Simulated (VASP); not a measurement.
Input of a VASP 6.6.1 run:

File INCAR:

```
  ALGO = Normal
  EDIFF = 1E-6
  EDIFFG = -0.04
  ENCUT = 600
  GGA = PE
  IBRION = 2
  ISIF = 3
  ISMEAR = 0
  LASPH = T
  LCHARG = F
  LREAL = F
  LWAVE = F
  NELM = 100
  NSW = 90
  PREC = Accurate
  SIGMA = 0.1
```

The input KPOINTS:

```
k-points
0
Gamma
  6 6 4
```

Contents of POSCAR:

```
ZrH4
1.0
    3.0987341800      0.0000000000      0.0000000000
    0.0000000000      3.3466329100      0.0000000000
    0.0000000000      0.0000000000      5.3671650300
Zr H
1 4
Direct
    0.0000000000      0.0000000000      0.0000000000
    0.0000000000      0.5000000000      0.6666666700
    0.5000000000      0.5000000000      0.1666666700
    0.5000000000      0.5000000000      0.8333333300
    0.0000000000      0.5000000000      0.3333333300
```

Potentials or basis: VASP PAW PBE potentials, release 64 (Zr_sv, H).

The run is started by

```console
$ cat potpaw_PBE.64/Zr_sv/POTCAR potpaw_PBE.64/H/POTCAR > POTCAR
$ mpirun -np 1 vasp_std > vasp.out
```

Question: Estimate the relaxed cell.

Answer: a = 3.025 Å, b = 2.825 Å, c = 5.534 Å, α = 90.00°, β = 90.00°, γ = 90.00°.

Question: Predict the band gap on the k mesh.

Answer: Zero (band 8 reaches 4.89 eV, above the bottom of band 9 at 2.64 eV).

Final structure:
```yaml
crystal:
  lattice:
    - [3.02525, 0.00000, 0.00000]
    - [0.00000, 2.82494, 0.00000]
    - [0.00000, 0.00000, 5.53424]
  atoms:
    - { symbol: Zr, position: [0.00000, 0.00000, 0.00000] }
    - { symbol: H, position: [0.00000, 0.50000, 0.72640] }
    - { symbol: H, position: [0.50000, 0.50000, 0.17804] }
    - { symbol: H, position: [0.50000, 0.50000, 0.82196] }
    - { symbol: H, position: [0.00000, 0.50000, 0.27360] }
```
